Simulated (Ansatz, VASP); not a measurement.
# MgF2 in VASP and in Ansatz

Contents of INCAR:

```
SYSTEM = MgF2
PREC     = Accurate       ! precision mode
ENCUT    = 600            ! plane-wave cutoff, eV
EDIFF    = 1E-6           ! SCF threshold, eV
ISMEAR   = 0              ! smearing method
SIGMA    = 0.05           ! smearing width, eV
LREAL    = .FALSE.        ! projectors in reciprocal space
LASPH    = .TRUE.         ! aspherical terms in the spheres
NELM     = 120            ! most SCF steps
ALGO     = Normal         ! electronic algorithm
ISIF     = 2              ! what is computed and relaxed
LWAVE    = .FALSE.        ! write WAVECAR
LCHARG   = .FALSE.        ! write CHGCAR
GGA      = PE             ! functional
NBANDS   = 25             ! bands
GGA_COMPAT= .FALSE.
```

Contents of KPOINTS:

```
Automatic mesh
0
G
  4 4 4
  0 0 0
```

File POSCAR:

```
MgF2
1.0
    4.6012175371      0.0000000000      0.0000000000
    0.0000000000      4.6012175371      0.0000000000
    0.0000000000      0.0000000000      3.0422834516
Mg F
2 4
Direct
    0.0000000000      0.0000000000      0.0000000000
    0.5000000000      0.5000000000      0.5000000000
    0.3024831210      0.3024831210      0.0000000000
    0.1975168790      0.8024831210      0.5000000000
    0.6975168790      0.6975168790      0.0000000000
    0.8024831210      0.1975168790      0.5000000000
```

Input for Ansatz:

```yaml
crystal:
  lattice:
    - [4.6012175371, 0.0, 0.0]
    - [0.0, 4.6012175371, 0.0]
    - [0.0, 0.0, 3.0422834516]
  atoms:
    - { symbol: Mg, position: [0.0, 0.0, 0.0] }
    - { symbol: Mg, position: [0.5, 0.5, 0.5] }
    - { symbol: F, position: [0.302483121, 0.302483121, 0.0] }
    - { symbol: F, position: [0.197516879, 0.802483121, 0.5] }
    - { symbol: F, position: [0.697516879, 0.697516879, 0.0] }
    - { symbol: F, position: [0.802483121, 0.197516879, 0.5] }
basis:
  ecutwfc: 420
  ecutrho_ratio: 4
kpoints:
  mp_grid: { grid: [4, 4, 4] }
hamiltonian:
  xc: pbe
scf:
  occupations: { method: gaussian, width: 0.05 }
output:
  forces: true
  stress: true
  eigenvalues: true
  populations: true
  write_density: true
  write_potential: true
  elf: true
  volumetric_format: npy
```

Alike in both runs: task single point; functional PBE; k mesh 4 × 4 × 4; occupations gaussian, width 0.05 eV; no spin polarisation.

```csv
,VASP,Ansatz
version,VASP 6.6.1,Ansatz 0.2.0
potentials or method,"VASP PAW PBE potentials, release 64 (Mg, F), cutoff 600 eV","scalar-relativistic, plane waves, PAW"
valence electrons in the cell,32,48
```

Ansatz gave:

* gap on the k mesh at the Fermi level (eV): 7.22
* least direct gap on the mesh (eV): 7.22
* pressure (GPa): 6.1
* traceless stress, the component that is largest in VASP (GPa): 0.10

Question: Estimate VASP's values.

Answer: gap on the k mesh at the Fermi level (eV): 7.19; least direct gap on the mesh (eV): 7.19; pressure (GPa): 5.0; traceless stress, the component that is largest in VASP (GPa): 0.03.

VASP's potentials hold 32 valence electrons a cell and Ansatz's 48, so a difference there can come from the potentials and not from the codes.

The k mesh is coarse, so the values compare programs but aren't converged.
